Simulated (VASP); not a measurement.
Runs of VASP 6.6.1 on Li2ClF. The structure is that of space group P4/mmm (No. 123), or close to it. The cells are those of the table. 

| task | level | cell | k mesh | cutoff (eV) | smearing | gap on the mesh (eV) |
| --- | --- | --- | --- | --- | --- | --- |
| single point | PBE | a = 3.343, b = 3.343, c = 4.601 Å, 4 atoms | 4 × 4 × 4 | 520 | gaussian 0.01 eV | 6.60 |
| single point | PBE | a = 3.343, b = 3.343, c = 4.601 Å, 4 atoms | 8 × 8 × 6 | 520 | fermi-dirac 0.02 eV | 6.60 |
| relaxation of cell and atoms | PBE | relaxed from a = 2.787, b = 2.787, c = 3.942 Å, 4 atoms | 8 × 8 × 6 | 600 | fermi-dirac 0.02 eV | 6.56 |
| single point | r2SCAN | a = 3.343, b = 3.343, c = 4.601 Å, 4 atoms | 8 × 8 × 6 | 520 | fermi-dirac 0.02 eV | 7.30 |
| single point | PBE | a = 3.380, b = 3.380, c = 4.647 Å, 4 atoms | 8 × 8 × 6 | 520 | fermi-dirac 0.02 eV | (a) |

Alike in all rows: potentials or basis VASP PAW PBE potentials, release 64 (F, Li_sv, Cl); no spin polarisation.

Problem. Estimate the missing entries.

Solution. (a) 6.62.

Caveats: some runs use coarse meshes.

A k mesh can miss the band edges.
